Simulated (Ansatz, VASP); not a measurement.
**One calculation of LiH, two programs**

```
Li H
1.0
     0.00000    2.03250    2.03250
     2.03250    0.00000    2.03250
     2.03250    2.03250    0.00000
Li H
1 1
Cartesian
  0.0000 -0.2000 -0.1000
  2.0325 2.0325 2.0325
```

Alike in both runs: task single point; functional r2SCAN; k mesh 10 × 10 × 10; occupations gaussian, width 0.05 eV; no spin polarisation.

|  | VASP | Ansatz |
| --- | --- | --- |
| version | VASP 6.6.1 | Ansatz 0.2.0 |
| potentials or method | VASP PAW PBE potentials, release 64 (Li_sv, H), cutoff 520 eV | scalar-relativistic, plane waves, PAW |
| valence electrons in the cell | 4 | 4 |

|  | VASP | Ansatz | Ansatz less VASP |
| --- | --- | --- | --- |
| gap on the k mesh at the Fermi level (eV) | 3.62 | 3.67 | +0.050 |
| least direct gap on the mesh (eV) | 3.62 | 3.67 | +0.050 |
| rms of the force components (eV/Å) | 0.158 | 0.157 | -0.0011 |

VASP's potentials were made for PBE, not for r2SCAN. Atom by atom the forces differ by 0.009 eV/Å (rms over components). With one functional, cell and mesh, what is left measures potentials, basis and numerics.

Noted on VASP's run: the cutoff is short for stress, so the pressure is rough.
